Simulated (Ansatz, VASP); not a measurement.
SiC: VASP beside Ansatz

```
Si C
1.0
     2.16363    0.00000    0.00000
     0.00000    2.16363    0.00000
     0.00000    0.00000    2.16363
Si C
1 1
Direct
  0.00000 0.00000 0.00000
  0.50000 0.50000 0.50000
```

Change from the starting cell: volume scaled by 0.55, LAPW.

Alike in both runs: task single point; functional PBE; k mesh 14 × 14 × 14; occupations fermi-dirac, width 0.08 eV; no spin polarisation.

|  | VASP | Ansatz |
| --- | --- | --- |
| version | VASP 6.6.1 | Ansatz 0.2.0 |
| potentials or method | VASP PAW PBE potentials, release 64 (Si, C), cutoff 600 eV | all-electron LAPW, scalar-relativistic |

VASP gave:

* pressure (GPa): 366.0

**Question.** What did Ansatz give for the same quantities?

**Answer.** Pressure (GPa): 366.3.

Both programs put the cell under a high pressure, so it lies far from rest at this level. Ansatz ran all-electron here, and VASP with PAW potentials.

Noted on VASP's run: the cell as given lies far from equilibrium.
